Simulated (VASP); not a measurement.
A run of VASP 6.6.1 is set up as follows.

INCAR

```
PREC = Accurate
ENCUT = 520
EDIFF = 1E-7
ISMEAR = -1
SIGMA = 0.05
LREAL = F
LASPH = T
NELM = 60
ALGO = Normal
ISIF = 2
LWAVE = F
LCHARG = T
GGA = PE
LELF = T
LVHAR = T
NBANDS = 63
```

KPOINTS

```
regular mesh
0
Gamma
  3 3 3
```

POSCAR

```
KCa2BO3
1.0
    6.2481920000      0.0000000000      0.0000000000
    0.0000000000      5.7960550000      0.0000000000
    0.0000000000      0.0000000000      5.7608770000
O Ca K B
6 4 2 2
Direct
    0.2494385576      0.7602334691      0.0360420818
    0.7558043991      0.2390943495      0.9574561304
    0.2499683108      0.9675919224      0.6503214702
    0.2447936939      0.5413740898      0.6545107629
    0.7497965812      0.0439517913      0.3389291249
    0.7470980405      0.4524819036      0.3356693781
    0.4788690872      0.7490037620      0.3711719587
    0.0164759662      0.7516578086      0.3749021199
    0.9782810771      0.2518621718      0.6267339157
    0.5200147499      0.2564573663      0.6318173431
    0.7506212997      0.7523710524      0.9309193722
    0.2529530142      0.2402432344      0.0771908513
    0.2503807501      0.7500644835      0.7918473177
    0.7524743158      0.2436895440      0.1953468196
```

Potentials or basis: VASP PAW PBE potentials, release 64 (O, Ca_sv, K_sv, B).

Command:

```sh
$ cat potpaw_PBE.64/O/POTCAR potpaw_PBE.64/Ca_sv/POTCAR potpaw_PBE.64/K_sv/POTCAR potpaw_PBE.64/B/POTCAR > POTCAR
$ mpirun -np 1 vasp_std > vasp.out
```

Predict the pressure.

5.7 GPa.

Estimate the band gap on the k mesh.

0.21 eV (least direct gap 0.36 eV).

What does it give for the largest force?

1.897 eV/Å.

Forces in eV/Å, atoms in the order of the input:
```
O   -0.057 -0.225 -0.861
O   -0.088  0.088 -0.068
O   -0.099 -1.741  0.747
O   -0.040  1.170  0.704
O   -0.090  0.075 -0.389
O    0.009 -0.564 -0.797
Ca   0.530 -0.012  0.072
Ca  -0.477 -0.129 -0.043
Ca   0.492  0.043 -0.178
Ca  -0.440 -0.044 -0.286
K    0.056 -0.029  0.547
K   -0.033  0.092 -0.591
B    0.161  0.707  0.445
B    0.075  0.569  0.697
```

Caveat: the cell stands under pressure; an odd mesh through Γ misses points on the zone boundary, where band edges can lie; forces of over 1 eV/Å act on the atoms, so gaps and moduli don't describe the material at rest.
